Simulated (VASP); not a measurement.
Here is a VASP 6.6.1 calculation.

File INCAR:

```
PREC     = Accurate       # precision mode
ENCUT    = 520            # plane-wave cutoff, eV
EDIFF    = 1E-7           # SCF threshold, eV
ISMEAR   = -1             # smearing method
SIGMA    = 0.02           # smearing width, eV
LREAL    = Auto         
LASPH    = T              # aspherical terms in the spheres
NELM     = 150            # most SCF steps
ALGO     = Normal         # electronic algorithm
ISIF     = 2              # what is computed and relaxed
LWAVE    = F              # write WAVECAR
LCHARG   = F              # write CHGCAR
ISPIN    = 2              # spin polarisation
MAGMOM   = 0 0 0 0 0 0 0 0 0 0 0 0 0 0 0 0 1 # initial moments
LORBIT   = 11             # projections on sites
GGA      = PE             # functional
NBANDS   = 52             # bands
```

File KPOINTS:

```
Automatic mesh
0
Gamma
  2 2 2
```

Contents of POSCAR:

```
Si16C
1.0
    0.0000000000      5.4300000000      5.4300000000
    5.4300000000      0.0000000000      5.4300000000
    5.4300000000      5.4300000000      0.0000000000
Si C
16 1
Direct
   -0.0763535912     -0.0199631676     -0.0312891344
    0.1145027624      0.0995303867      0.1160681400
    0.0139318600     -0.0026795580      0.4896040516
    0.0842817680      0.1516298343      0.6307642726
    0.0084530387      0.4858931860      0.0234990792
    0.1395764273      0.6026151013      0.1691712707
    0.0737384899      0.4881215470      0.5517311234
    0.1871639042      0.6506261510      0.6423388582
    0.4981123389     -0.0162338858      0.0000644567
    0.5652117864      0.1392817680      0.1497421731
    0.4775046041     -0.0227716390      0.5121270718
    0.6234714549      0.0974125230      0.6352394107
    0.5321639042      0.5004327808     -0.0119613260
    0.6298618785      0.6137661142      0.1453130755
    0.5610405157      0.4858287293      0.5069337017
    0.7071915285      0.6158103131      0.6120534070
    0.1099171271      0.8733425414      0.1116666667
```

Potentials or basis: VASP PAW PBE potentials, release 64 (Si, C).

Run with:

```console
$ cat potpaw_PBE.64/Si/POTCAR potpaw_PBE.64/C/POTCAR > POTCAR
$ mpirun -np 1 vasp_std > vasp.out
```

Predict the pressure.

2.0 GPa.

What does it give for the largest force?

1.633 eV/Å.

Stress tensor (GPa, compression positive):
```
 1.73  1.11  0.78
 1.11  3.11 -1.69
 0.78 -1.69  1.20
```

Caveat: the k points lie up to 0.50 Å⁻¹ apart; the atoms stand as in a frame of molecular dynamics.
